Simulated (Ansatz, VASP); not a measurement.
**One calculation of EuS, two programs**

```
Eu S
1.0
     0.00000    2.97850    2.97850
     2.97850    0.00000    2.97850
     2.97850    2.97850    0.00000
Eu S
1 1
Direct
  0.50000 0.50000 0.50000
  0.00000 0.00000 0.00000
```

Alike in both runs: task single point; functional PBE; k mesh 8 × 8 × 8; occupations gaussian, width 0.05 eV; collinear spin; Hubbard terms Eu f U = 6.0 eV.

|  | VASP | Ansatz |
| --- | --- | --- |
| version | VASP 6.6.1 | Ansatz 0.2.0 |
| potentials or method | VASP PAW PBE potentials, release 64 (Eu, S), cutoff 600 eV | scalar-relativistic, plane waves, PAW |
| valence electrons in the cell | 23 | 23 |

Ansatz gave:

| Quantity | Value |
| --- | --- |
| gap on the k mesh at the Fermi level (eV) | 0.70 |
| least direct gap on the mesh (eV) | 1.12 |
| pressure (GPa) | 0.7 |
| net moment per atom (μB) | 3.50 |
| size of the moment on the site where the two differ most (μB) | 6.86 |

Problem. Which values does VASP return?

Solution. gap on the k mesh at the Fermi level (eV): 0.42; least direct gap on the mesh (eV): 0.69; pressure (GPa): 1.0; net moment per atom (μB): 3.50; size of the moment on the site where the two differ most (μB): 6.72.

Site moments also hang on the region over which each program counts them. The programs project onto different local orbitals, so the same U acts differently, and such runs can settle in different states. Ansatz's warnings: anisotropy in doubt, stability check not made.

Neither program's run includes spin-orbit coupling.
